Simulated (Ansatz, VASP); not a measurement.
## Two plane-wave programs on TiN

The input INCAR:

```
ALGO = Normal
EDIFF = 1E-6
ENCUT = 600
GGA = PE
GGA_COMPAT = F
ISIF = 2
ISMEAR = 1
LASPH = T
LCHARG = T
LELF = T
LREAL = F
LVHAR = T
LWAVE = F
NBANDS = 16
NELM = 120
PREC = Accurate
SIGMA = 0.1
```

Contents of KPOINTS:

```
k-points
0
Gamma
  12 12 12
```

File POSCAR:

```
TiN
1.0
    0.0000000000      2.1190000000      2.1190000000
    2.1190000000      0.0000000000      2.1190000000
    2.1190000000      2.1190000000      0.0000000000
Ti N
1 1
Direct
    0.0000000000      0.0000000000      0.0000000000
    0.5000000000      0.5000000000      0.5000000000
```

Input for Ansatz:

```yaml
crystal:
  lattice:
    - [0.0, 2.119, 2.119]
    - [2.119, 0.0, 2.119]
    - [2.119, 2.119, 0.0]
  atoms:
    - { symbol: Ti, position: [0.0, 0.0, 0.0] }
    - { symbol: "N", position: [0.5, 0.5, 0.5] }
basis:
  ecutwfc: 500.0
kpoints:
  mp_grid:
    grid: [12, 12, 12]
hamiltonian:
  xc: pbe
scf:
  occupations:
    method: cold
output:
  stress: true
```

Alike in both runs: task single point; functional PBE; k mesh 12 × 12 × 12; no spin polarisation.

```csv
,VASP,Ansatz
version,VASP 6.6.1,Ansatz 0.2.0
potentials or method,"VASP PAW PBE potentials, release 64 (Ti_sv, N), cutoff 600 eV","plane waves, PAW"
occupations,"methfessel-paxton of order 1, width 0.1 eV",cold
valence electrons in the cell,17,17
```

```csv
,VASP,Ansatz,Ansatz less VASP
pressure (GPa),2.1,1.7,-0.33
```
